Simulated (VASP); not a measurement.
Wanted: the native input for a VASP 6.6.1 run.

- Task: single point
- Functional: r2SCAN
- Potentials or basis: VASP PAW PBE potentials, release 64 (B, As)
- Cutoff: 550 eV
- k mesh: 10 × 10 × 10
- Occupations: gaussian, width 0.02 eV
- Spin: no spin polarisation
- Dipole correction: no
- Further INCAR settings: ALGO = Normal; EDIFF = 1e-06; NBANDS = 11

Crystal: BAs.

```xyz
2
Lattice="0.0000 2.4047 2.4047 2.4047 0.0000 2.4047 2.4047 2.4047 0.0000" Properties=species:S:1:pos:R:3 pbc="T T T"
B     1.2023    1.2023    1.2023
As    2.4047    2.4047    2.4047
```

The input as run:

POSCAR

```
BAs
1.0
    0.0000000000      2.4046893507      2.4046893507
    2.4046893507      0.0000000000      2.4046893507
    2.4046893507      2.4046893507      0.0000000000
B As
1 1
Direct
    0.2500000000      0.2500000000      0.2500000000
    0.5000000000      0.5000000000      0.5000000000
```

INCAR.step1

```
PREC     = Accurate       # precision mode
ENCUT    = 550            # plane-wave cutoff, eV
ISMEAR   = 0              # smearing method
SIGMA    = 0.02           # smearing width, eV
LREAL    = False          # projectors in reciprocal space
LASPH    = True           # aspherical terms in the spheres
NELM     = 120            # most SCF steps
NBANDS   = 11             # bands
GGA      = PE             # functional
ALGO     = Normal         # electronic algorithm
EDIFF    = 1E-5           # SCF threshold, eV
LWAVE    = True           # write WAVECAR
LCHARG   = False          # write CHGCAR
GGA_COMPAT= False
```

INCAR.step2

```
PREC     = Accurate       # precision mode
ENCUT    = 550            # plane-wave cutoff, eV
EDIFF    = 1E-6           # SCF threshold, eV
ISMEAR   = 0              # smearing method
SIGMA    = 0.02           # smearing width, eV
LREAL    = False          # projectors in reciprocal space
LASPH    = True           # aspherical terms in the spheres
NELM     = 120            # most SCF steps
ALGO     = Normal         # electronic algorithm
ISIF     = 2              # what is computed and relaxed
LWAVE    = False          # write WAVECAR
LCHARG   = False          # write CHGCAR
METAGGA  = R2SCAN         # meta-GGA
LMIXTAU  = True         
NBANDS   = 11             # bands
ISTART   = 1            
GGA_COMPAT= False
```

KPOINTS

```
regular mesh
0
Gamma
  10 10 10
```

Potentials or basis: VASP PAW PBE potentials, release 64 (B, As).

Command:

```bash
$ cat potpaw_PBE.64/B/POTCAR potpaw_PBE.64/As/POTCAR > POTCAR
$ cp INCAR.step1 INCAR
$ mpirun -np 1 vasp_std > vasp.out
$ cp INCAR.step2 INCAR
$ mpirun -np 1 vasp_std > vasp.out
```

Results of the run:

| Property | Result |
| --- | --- |
| Pressure | -2.0 GPa |
| Band gap on the k mesh | 1.39 eV (least direct gap 3.42 eV) |

Caveat: the PAW data sets were made with another functional, which shifts forces and pressure a little.

It took 88 s on 1 thread of Intel(R) Xeon(R) Platinum 8259CL CPU @ 2.50GHz (Skylake/Cascade Lake), on a shared host, peak memory 0.17 GiB.
